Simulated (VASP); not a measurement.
CsPbBr3: single point with PBEsol

CsPbBr3:

```
Cs Pb Br
1.0
     5.87000    0.00000    0.00000
     0.00000    5.87000    0.00000
     0.00000    0.00000    5.57650
Cs Pb Br
1 1 3
Direct
  0.00000 0.00000 0.00000
  0.50000 0.50000 0.50000
  0.00000 0.50000 0.50000
  0.50000 0.00000 0.50000
  0.50000 0.50000 0.00000
```

This cell differs from its parent crystal: strain +0.000 along x and y, -0.050 along z.

```yaml
Program: VASP 6.6.1
Task: single point
Functional: PBEsol
Potentials_or_basis: VASP PAW PBE potentials, release 64 (Cs_sv, Pb_d, Br)
Cutoff: 520 eV
k_mesh: 6 × 6 × 6
Occupations: gaussian, width 0.05 eV
Spin: no spin polarisation
Dipole_correction: no
Further_INCAR_settings: ALGO = Normal; EDIFF = 1e-07; NBANDS = 30
```

```
Pressure               : 1.4 GPa
Band gap on the k mesh : 1.02 eV
```

Stress tensor (GPa, compression positive):
```
0.38 0.00 0.00
0.00 0.38 0.00
0.00 0.00 3.57
```

Levels at points of the mesh, in eV from the valence-band top:
```
           k point  band 20  band 21  band 22  band 23  band 24  band 25
(0.00, 0.00, 0.00)    -2.46    -2.46    -2.46     2.54     3.52     3.65
(0.50, 0.00, 0.00)    -2.60    -2.59    -1.81     2.27     4.00     4.61
(0.50, 0.50, 0.00)    -2.67    -2.13    -1.08     1.78     1.78     4.77
(0.00, 0.00, 0.50)    -2.60    -2.60    -1.38     2.48     4.21     4.70
(0.50, 0.00, 0.50)    -2.66    -2.07    -0.69     1.58     1.99     4.37
(0.50, 0.50, 0.50)    -2.05    -2.05     0.00     1.02     1.02     1.43
```

Wall time 3.7 min on 1 thread of Intel(R) Xeon(R) Platinum 8259CL CPU @ 2.50GHz (Skylake/Cascade Lake), with other jobs on the host, peak memory 0.45 GiB.

Caveat: the cell differs from its parent crystal (strain +0.000 along x and y, -0.050 along z); the PAW data sets were made with another functional, which shifts forces and pressure a little; spin-orbit coupling is left out, which moves the levels of the heavy elements. A k mesh can miss the band edges.
